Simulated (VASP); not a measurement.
# MnO (Fm-3m) in VASP: settings compared

Aim: see how the results for MnO move with the level of theory and the settings. Levels: revPBE+D4, BLYP+D3(BJ). Tasks: single point.

Everything below comes from runs of VASP 6.6.1. Logs are shortened: lines on timing, memory, paths and dates and some standing lists are left out, and cuts for length are marked.

### 1 The cell of the first run

It takes space group Fm-3m (No. 225, cubic). Conventional cell: a = 4.424 Å, b = 4.424 Å, c = 4.424 Å, α = 90.00°, β = 90.00°, γ = 90.00°. Within 2.9 Å of Mn (site symmetry m-3m) lie 6 O at 2.21 Å. O (site symmetry m-3m) has 6 Mn at 2.21 Å within 2.9 Å.

### 2 Single point, revPBE+D4, collinear spin, ferromagnetic start

Input file INCAR:

```
ALGO = Normal
EDIFF = 1E-7
ENCUT = 520
GGA = RE
ISIF = 2
ISMEAR = -1
ISPIN = 2
IVDW = 13
LASPH = T
LCHARG = T
LELF = T
LMAXMIX = 4
LORBIT = 11
LREAL = F
LVHAR = T
LWAVE = F
MAGMOM = 4 0
NBANDS = 20
NELM = 150
PREC = Accurate
SIGMA = 0.05
```

Input file KPOINTS:

```
k-points
0
Gamma
  10 10 10
```

Input file POSCAR:

```
MnO
1.0
    0.0000000000      2.2120393060      2.2120393060
    2.2120393060      0.0000000000      2.2120393060
    2.2120393060      2.2120393060      0.0000000000
Mn O
1 1
Direct
    0.0000000000      0.0000000000      0.0000000000
    0.5000000000      0.5000000000      0.5000000000
```

Potentials or basis: VASP PAW PBE potentials, release 64 (Mn_pv, O).

Run with:

```sh
cat potpaw_PBE.64/Mn_pv/POTCAR potpaw_PBE.64/O/POTCAR > POTCAR
mpirun -np 1 vasp_std > vasp.out
```

OUTCAR:

```text
EDIFF = 1E-7
   ENCUT = 520
   GGA = RE
   ISIF = 2
   ISMEAR = -1
   ISPIN = 2
   IVDW = 13
   LASPH = T
   LORBIT = 11
   LREAL = F
   NELM = 150
   PREC = Accurate

 ion  position               nearest neighbor table
   1  0.000  0.000  0.000-   2 2.21   2 2.21   2 2.21   2 2.21   2 2.21   2 2.21
   2  0.500  0.500  0.500-   1 2.21   1 2.21   1 2.21   1 2.21   1 2.21   1 2.21

  LATTYP: Found a face centered cubic cell.
 ALAT       =     4.4240786120

  Lattice vectors:

 A1 = (   0.0000000000,   2.2120393060,   2.2120393060)
 A2 = (   2.2120393060,   0.0000000000,   2.2120393060)
 A3 = (   2.2120393060,   2.2120393060,   0.0000000000)

Analysis of symmetry for initial positions (statically):
=====================================================================
 Subroutine PRICEL returns:
 Original cell was already a primitive cell.

 Routine SETGRP: Setting up the symmetry group for a
 face centered cubic supercell.

 Subroutine GETGRP returns: Found 48 space group operations
 (whereof 48 operations were pure point group operations)
 out of a pool of 48 trial point group operations.

The static configuration has the point symmetry O_h .

Analysis of symmetry for dynamics (positions and initial velocities):
=====================================================================
 Subroutine PRICEL returns:
 Original cell was already a primitive cell.

 Routine SETGRP: Setting up the symmetry group for a
 face centered cubic supercell.

 Subroutine GETGRP returns: Found 48 space group operations
 (whereof 48 operations were pure point group operations)
 out of a pool of 48 trial point group operations.

The dynamic configuration has the point symmetry O_h .

Analysis of structural, dynamic, and magnetic symmetry:
=====================================================================
 Subroutine PRICEL returns:
 Original cell was already a primitive cell.

 Routine SETGRP: Setting up the symmetry group for a
 face centered cubic supercell.

 Subroutine GETGRP returns: Found 48 space group operations
 (whereof 48 operations were pure point group operations)
 out of a pool of 48 trial point group operations.

The overall configuration has the point symmetry O_h .

 Subroutine INISYM returns: Found 48 space group operations
 (whereof 48 operations are pure point group operations),
 and found     1 'primitive' translations

----------------------------------------------------------------------------------------

                                     Primitive cell

  volume of cell :      21.6475

  direct lattice vectors                    reciprocal lattice vectors
     0.000000000  2.212039306  2.212039306    -0.226035766  0.226035766  0.226035766
     2.212039306  0.000000000  2.212039306     0.226035766 -0.226035766  0.226035766
     2.212039306  2.212039306  0.000000000     0.226035766  0.226035766 -0.226035766

  length of vectors
     3.128295987  3.128295987  3.128295987     0.391505432  0.391505432  0.391505432

  position of ions in fractional coordinates (direct lattice)
     0.000000000  0.000000000  0.000000000
     0.500000000  0.500000000  0.500000000

  ion indices of the primitive-cell ions
   primitive index   ion index
                 1           1
                 2           2

----------------------------------------------------------------------------------------

 KPOINTS: k-points

Automatic generation of k-mesh.
 Grid dimensions read from file:
 generate k-points for:   10   10   10

 Generating k-lattice:

  Cartesian coordinates                     Fractional coordinates (reciprocal lattice)
    -0.022603577  0.022603577  0.022603577     0.100000000  0.000000000  0.000000000
     0.022603577 -0.022603577  0.022603577     0.000000000  0.100000000  0.000000000
     0.022603577  0.022603577 -0.022603577     0.000000000  0.000000000  0.100000000

  Length of vectors
     0.039150543  0.039150543  0.039150543

  Shift w.r.t. Gamma in fractional coordinates (k-lattice)
     0.000000000  0.000000000  0.000000000

 Subroutine IBZKPT returns following result:
 ===========================================

 Found     47 irreducible k-points:

 Following reciprocal coordinates:
            Coordinates               Weight
  0.000000  0.000000  0.000000      1.000000
  0.100000  0.000000  0.000000      8.000000
  0.200000  0.000000  0.000000      8.000000
  0.300000  0.000000  0.000000      8.000000
  0.400000  0.000000  0.000000      8.000000
  0.500000  0.000000  0.000000      4.000000
[... 16 lines left out ...]
  0.300000  0.300000  0.000000      6.000000
  0.400000  0.300000  0.000000     24.000000
 [... further k-points ...]
   k-points           NKPTS =     47   k-points in BZ     NKDIM =     47   number of bands    NBANDS=     20
   number of dos      NEDOS =    301   number of ions     NIONS =      2
   total plane-waves  NPLWV =  13824
   dimension x,y,z NGX =    24 NGY =   24 NGZ =   24
   dimension x,y,z NGXF=    48 NGYF=   48 NGZF=   48
   ions per type =               1   1
   NGX,Y,Z   is equivalent  to a cutoff of  12.75, 12.75, 12.75 a.u.
   NGXF,Y,Z  is equivalent  to a cutoff of  25.51, 25.51, 25.51 a.u.
 SYSTEM =  unknown system
   PREC   = accura    normal or accurate (medium, high low for compatibility)
   ISTART =      0    job   : 0-new  1-cont  2-samecut
   ICHARG =      2    charge: 1-file 2-atom 10-const
   ISPIN  =      2    spin polarized calculation?
   LNONCOLLINEAR =      F non collinear calculations
   LSORBIT =      F    spin-orbit coupling
   LASPH  =      T    aspherical Exc in radial PAW
   ENCUT  =  520.0 eV  38.22 Ry    6.18 a.u.   5.82  5.82  5.82*2*pi/ulx,y,z
   NELM   =    150;   NELMIN=  2; NELMDL= -5     # of ELM steps
   EDIFF  = 0.1E-06   stopping-criterion for ELM
   LREAL  =      F    real-space projection
   EDIFFG = 0.1E-05   stopping-criterion for IOM
   NSW    =      0    number of steps for IOM
   IBRION =     -1    ionic relax: 0-MD 1-quasi-New 2-CG
   NFREE  =      0    steps in history (QN), initial steepest desc. (CG)
   ISIF   =      2    stress and relaxation
   ISYM   =      2    0-nonsym 1-usesym 2-fastsym
   POTIM  = 0.5000    time-step for ionic-motion
   TEBEG  =    0.0;   TEEND  =   0.0 temperature during run
   PSTRESS=    0.0 pullay stress
   NELECT =      19.0000    total number of electrons
   NUPDOWN=      -1.0000    fix difference up-down
   EMIN   =  10.00;   EMAX   =-10.00  energy-range for DOS
   EFERMI =   0.00;   METHOD = LEGACY
   ISMEAR =    -1;   SIGMA  =   0.05  broadening in eV -4-tet -1-fermi 0-gaus
   EFERMI_NEDOS =   21; number of points for ismear=-14 and -15
   IALGO  =     38    algorithm
   IMIX   =      4    mixing-type and parameters
     AMIX     =   0.40;   BMIX     =  1.00
     AMIX_MAG =   1.60;   BMIX_MAG =  1.00
  volume/ion in A,a.u.               =      10.82        73.04
  Fermi-wavevector in a.u.,A,eV,Ry     =   1.567436  2.962025 33.427557  2.456856
  Thomas-Fermi vector in A             =   2.669616
   LORBIT       =     11    0 simple, 1 ext, 2 COOP (PROOUT), +10 PAW based schemes
   GGA     = RE    functional components
   LHFCALC =     F    Hartree Fock is set to
   AEXX    =    0.0000 exact exchange contribution
   IVDW    =    13    specifies the selected vdW correction
   LEPSILON=     F    determine dielectric tensor
   LRPA    =     F    only Hartree local field effects (RPA)
 spin polarized calculation
  energy-cutoff  :      520.00
  volume of cell :       21.65
 maximum number of plane-waves:       596
   NGX = 11   NGY = 11   NGZ = 11

 number of electron      18.9999995 magnetization       4.7965999

 Free energy of the ion-electron system (eV)
  ---------------------------------------------------
  ext. energy  EPLUGINS =         0.00000000
  ---------------------------------------------------
  free energy    TOTEN  =       -15.78867705 eV

  energy without entropy =      -15.78195958  energy(sigma->0) =      -15.78531832

 E-fermi :   7.8685     XC(G=0): -11.7838

 val. band max:        7.8529459311   @ k =   0.5000   0.1000   0.0000
 cond. band min:       7.8732724457   @ k =   0.4000   0.0000   0.0000
 fundamental gap:      0.0203265146
 Fermi energy:         7.8684576626

 spin component 1

 k-point     1 :       0.0000    0.0000    0.0000
  band No.  band energies     occupation
      1     -42.5969      1.00000
      2     -42.5969      1.00000
      3     -42.5969      1.00000
      4     -12.5991      1.00000
      5       4.0502      1.00000
      6       4.0502      1.00000
[... 12 lines left out ...]
     19      27.8831      0.00000
     20      27.8831      0.00000
[... 507 lines left out ...]
 k-point    24 :       0.4000    0.3000    0.0000
  band No.  band energies     occupation
      1     -42.6462      1.00000
      2     -42.6178      1.00000
      3     -42.6158      1.00000
      4     -11.7585      1.00000
      5       0.5860      1.00000
      6       2.5010      1.00000
[... 12 lines left out ...]
     19      32.8369      0.00000
     20      34.5386      0.00000

 [... further k-points ...]

 spin component 2

 k-point     1 :       0.0000    0.0000    0.0000
  band No.  band energies     occupation
      1     -37.8760      1.00000
      2     -37.8760      1.00000
      3     -37.8760      1.00000
      4     -12.1499      1.00000
      5       4.4389      1.00000
      6       4.4389      1.00000
[... 12 lines left out ...]
     19      30.4100      0.00000
     20      30.4100      0.00000
[... 507 lines left out ...]
 k-point    24 :       0.4000    0.3000    0.0000
  band No.  band energies     occupation
      1     -37.9377      1.00000
      2     -37.9017      1.00000
      3     -37.8993      1.00000
      4     -11.3328      1.00000
      5       1.3857      1.00000
      6       3.2966      1.00000
[... 12 lines left out ...]
     19      33.8861      0.00000
     20      35.6243      0.00000

 [... further k-points ...]

------------------------ aborting loop because EDIFF is reached ----------------------------------------

  DFT-D4 for vdW energy calculation

  Edisp (eV):   -1.20021

  FORCE on cell =-STRESS in cart. coord.  units (eV):
  Direction    XX          YY          ZZ          XY          YZ          ZX
  --------------------------------------------------------------------------------------
  -------------------------------------------------------------------------------------
  Total       0.02251     0.02251     0.02251    -0.00000     0.00000    -0.00000
  in kB       1.66575     1.66575     1.66575    -0.00000     0.00000    -0.00000
  external pressure =        1.67 kB  Pullay stress =        0.00 kB

 VOLUME and BASIS-vectors are now :
 -----------------------------------------------------------------------------
  energy-cutoff  :      520.00
  volume of cell :       21.65
      direct lattice vectors                 reciprocal lattice vectors
     0.000000000  2.212039306  2.212039306    -0.226035766  0.226035766  0.226035766
     2.212039306  0.000000000  2.212039306     0.226035766 -0.226035766  0.226035766
     2.212039306  2.212039306  0.000000000     0.226035766  0.226035766 -0.226035766

 POSITION                                       TOTAL-FORCE (eV/Angst)
 -----------------------------------------------------------------------------------
      0.00000      0.00000      0.00000         0.000000      0.000000      0.000000
      2.21204      2.21204      2.21204        -0.000000     -0.000000     -0.000000
 -----------------------------------------------------------------------------------
    total drift:                                0.000000     -0.000000     -0.000000

  FREE ENERGIE OF THE ION-ELECTRON SYSTEM (eV)
  ---------------------------------------------------
  free  energy   TOTEN  =       -16.9888845758 eV

  energy  without entropy=      -16.9821671039  energy(sigma->0) =      -16.98552584

 total charge

# of ion       s       p       d       tot
------------------------------------------
    1        0.203   6.180   4.978  11.361
    2        1.564   3.432   0.000   4.996
--------------------------------------------------
tot          1.767   9.612   4.978  16.357

 magnetization (x)

# of ion       s       p       d       tot
------------------------------------------
    1        0.034   0.027   4.295   4.356
    2        0.030   0.172   0.000   0.202
--------------------------------------------------
tot          0.064   0.200   4.295   4.558
```

Run time: 25 s. Hardware: 1 thread of Intel Xeon Platinum 8488C (Sapphire Rapids), shared host; peak memory 0.16 GiB.

Results:

* Free energy: -16.9889 eV
* Pressure: 0.2 GPa
* Net moment: 4.80 μB per cell
* Site moments: Mn +4.36; O +0.20 μB
* Valence electrons inside the program's atomic spheres: Mn 11.36; O 5.00
* Dispersion energy per atom: -0.600 eV

Levels at points of the mesh, in eV from the Fermi level:
Spin up:
```tsv
k point	band 8	band 9	band 10	band 11	band 12	band 13	band 14	band 15	band 16	band 17
(0.00, 0.00, 0.00)	-3.30	-3.30	-3.30	-2.75	-2.75	-0.48	13.98	16.43	16.43	16.43
(0.50, 0.00, 0.00)	-2.38	-2.38	-1.93	0.20	0.20	3.49	7.87	11.99	11.99	18.65
(0.50, 0.50, 0.00)	-4.32	-2.32	-2.10	-2.10	-1.95	5.13	7.91	10.45	13.84	13.84
```
Spin down:
| k point | band 4 | band 5 | band 6 | band 7 | band 8 | band 9 | band 10 | band 11 |
| --- | --- | --- | --- | --- | --- | --- | --- | --- |
| (0.00, 0.00, 0.00) | -20.02 | -3.43 | -3.43 | -3.43 | 0.80 | 0.80 | 0.80 | 0.94 |
| (0.50, 0.00, 0.00) | -19.05 | -7.46 | -4.93 | -4.93 | 2.00 | 2.05 | 2.05 | 3.73 |
| (0.50, 0.50, 0.00) | -19.08 | -6.52 | -4.41 | -4.41 | -0.81 | 2.02 | 2.24 | 2.49 |

Caveat: the PAW data sets were made with another functional, which shifts forces and pressure a little; a cell with one magnetic atom can't hold antiferromagnetic order, which such compounds often take; semilocal functionals often make such compounds metallic where correlation or magnetic order opens a gap, which also shifts bond lengths.

### 3 Single point, BLYP+D3(BJ), collinear spin, ferromagnetic start

This run uses another cell than the first one, of 11.05 Å³/atom.

Input file INCAR:

```
SYSTEM = MnO
PREC     = Accurate       ! precision mode
ENCUT    = 520            ! plane-wave cutoff, eV
EDIFF    = 1E-7           ! SCF threshold, eV
ISMEAR   = -1             ! smearing method
SIGMA    = 0.05           ! smearing width, eV
LREAL    = .False.        ! projectors in reciprocal space
LASPH    = .True.         ! aspherical terms in the spheres
NELM     = 150            ! most SCF steps
ALGO     = Normal         ! electronic algorithm
ISIF     = 2              ! what is computed and relaxed
LWAVE    = .False.        ! write WAVECAR
LCHARG   = .False.        ! write CHGCAR
ISPIN    = 2              ! spin polarisation
MAGMOM   = 4 0            ! initial moments
LORBIT   = 11             ! projections on sites
LMAXMIX  = 4              ! l up to which the mixer works
GGA      = B5             ! functional
ALDAX    = 1.0          
AGGAX    = 1.0          
AGGAC    = 1.0          
ALDAC    = 0.0          
IVDW     = 12             ! dispersion correction
VDW_S6   = 1.0          
VDW_S8   = 2.6996       
VDW_A1   = 0.4298       
VDW_A2   = 4.2359       
NBANDS   = 20             ! bands
```

Input file KPOINTS:

```
regular mesh
0
Gamma
  10 10 10
  0 0 0
```

Input file POSCAR:

```
MnO
1.0
    0.0000000000      2.2271783410      2.2271783410
    2.2271783410      0.0000000000      2.2271783410
    2.2271783410      2.2271783410      0.0000000000
Mn O
1 1
Direct
    0.0000000000      0.0000000000      0.0000000000
    0.5000000000      0.5000000000      0.5000000000
```

Potentials or basis: VASP PAW PBE potentials, release 64 (Mn_pv, O).

Run with:

```sh
cat potpaw_PBE.64/Mn_pv/POTCAR potpaw_PBE.64/O/POTCAR > POTCAR
mpirun -np 1 vasp_std > vasp.out
```

Wall time 36 s (1 thread of Intel Xeon Platinum 8488C (Sapphire Rapids), shared host); peak memory 0.17 GiB.

The run converged. Its results:

```
Free energy                                           : -16.6480 eV
Pressure                                              : 0.2 GPa
Net moment                                            : 4.72 μB per cell
Site moments                                          : Mn +4.28; O +0.23 μB
Valence electrons inside the program's atomic spheres : Mn 11.38; O 4.98
Dispersion energy per atom                            : -0.678 eV
```

Levels at points of the mesh, in eV from the Fermi level:
Spin up:
```csv
k point,band 8,band 9,band 10,band 11,band 12,band 13,band 14,band 15,band 16,band 17
"(0.00, 0.00, 0.00)",-3.06,-3.06,-3.06,-2.55,-2.55,-0.08,14.86,16.74,16.74,16.74
"(0.50, 0.00, 0.00)",-2.21,-2.21,-1.79,0.23,0.23,4.05,7.91,12.21,12.21,18.98
"(0.50, 0.50, 0.00)",-3.98,-2.15,-1.95,-1.95,-1.81,5.26,8.18,10.99,13.90,13.90
```
Spin down:
```
           k point  band 3  band 4  band 5  band 6  band 7  band 8  band 9  band 10  band 11  band 12
(0.00, 0.00, 0.00)  -45.65  -19.67   -3.33   -3.33   -3.33    0.56    0.56     0.56     0.90     1.19
(0.50, 0.00, 0.00)  -45.66  -18.72   -7.28   -4.83   -4.83    1.76    1.76     1.76     3.48     3.48
(0.50, 0.50, 0.00)  -45.68  -18.76   -6.29   -4.28   -4.28   -0.90    1.76     1.98     2.18     2.18
```

Caveat: the PAW data sets were made with another functional, which shifts forces and pressure a little; a cell with one magnetic atom can't hold antiferromagnetic order, which such compounds often take; semilocal functionals often make such compounds metallic where correlation or magnetic order opens a gap, which also shifts bond lengths. With open d or f shells a metallic result of BLYP can be an artefact of self-interaction; +U or a hybrid may open a gap.
